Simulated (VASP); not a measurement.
Na3LaN2: single point with PBE

The system is Na3LaN2.

```
Na La N
1.0
     4.44483    0.00000    0.00000
     0.00000    4.44483    0.00000
     0.00000    0.00000    6.01356
Na La N
3 1 2
Direct
  0.50000 0.00000 0.55574
  0.00000 0.50000 0.44426
  0.50000 0.50000 0.00000
  0.00000 0.00000 0.00000
  0.50000 0.00000 0.17476
  0.00000 0.50000 0.82524
```

```
Program                : VASP 6.6.1
Task                   : single point
Functional             : PBE
Potentials or basis    : VASP PAW PBE potentials, release 64 (Na_pv, La, N)
Cutoff                 : 520 eV
k mesh                 : 6 × 6 × 2
Occupations            : gaussian, width 0.1 eV
Spin                   : no spin polarisation
Dipole correction      : no
Further INCAR settings : ALGO = Normal; EDIFF = 1e-06; NBANDS = 30
```

```
Pressure      : 0.1 GPa
Largest force : 0.024 eV/Å
```

Forces in eV/Å, atoms in the order of the input:
```
Na   0.000  0.000  0.019
Na   0.000  0.000 -0.019
Na   0.000  0.000  0.000
La   0.000  0.000  0.000
N    0.000  0.000 -0.024
N    0.000  0.000  0.024
```

Stress tensor (GPa, compression positive):
```
0.18 0.00 0.00
0.00 0.18 0.00
0.00 0.00 0.07
```

Levels at points of the mesh, in eV from the Fermi level:
```tsv
k point	band 17	band 18	band 19	band 20	band 21	band 22	band 23	band 24	band 25	band 26
(0.00, 0.00, 0.00)	-1.52	-1.10	-1.10	-0.14	-0.14	-0.02	3.25	3.69	3.82	3.82
(0.50, 0.00, 0.00)	-1.60	-0.95	-0.89	-0.75	-0.69	1.02	2.21	3.45	3.70	3.71
(0.50, 0.50, 0.00)	-1.37	-0.78	-0.55	-0.49	-0.49	1.73	1.76	1.76	3.44	4.02
(0.00, 0.00, 0.50)	-1.49	-1.18	-1.18	-0.06	-0.06	1.62	1.65	3.39	3.84	3.84
(0.50, 0.00, 0.50)	-1.70	-1.09	-0.88	-0.79	-0.56	1.98	2.27	2.92	3.66	3.70
(0.50, 0.50, 0.50)	-1.04	-0.90	-0.89	-0.67	-0.67	2.20	2.20	2.38	3.27	3.68
```

Run time: 100 s on 1 thread of Intel(R) Xeon(R) Platinum 8488C (Sapphire Rapids) (shared host), peak memory 0.27 GiB.

Caveat: the k points lie up to 0.52 Å⁻¹ apart; spin-orbit coupling is left out, which moves the levels of the heavy elements.
